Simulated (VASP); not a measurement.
Input of a VASP 6.6.1 run:

The input INCAR:

```
PREC = Accurate
ENCUT = 520
EDIFF = 1E-6
ISMEAR = 0
SIGMA = 0.01
LREAL = F
LASPH = T
NELM = 100
ALGO = Normal
ISIF = 2
LWAVE = F
LCHARG = T
GGA = PE
LELF = T
LVHAR = T
NBANDS = 11
```

The input KPOINTS:

```
Automatic mesh
0
Gamma
  8 8 8
```

POSCAR

```
Si
1.0
    0.0000000000      2.7350468812      2.7350468812
    2.7350468812      0.0000000000      2.7350468812
    2.7350468812      2.7350468812      0.0000000000
Si
2
Direct
    0.7500000000      0.7500000000      0.7500000000
    0.5000000000      0.5000000000      0.5000000000
```

Potentials or basis: VASP PAW PBE potentials, release 64 (Si).

The run is started by

```console
$ cat potpaw_PBE.64/Si/POTCAR > POTCAR
$ mpirun -np 1 vasp_std > vasp.out
```

(1) Predict the band gap on the k mesh.

(2) What does it give for the pressure?

Results:

(1) 0.65 eV, indirect (least direct gap 2.56 eV).

(2) -0.1 GPa.
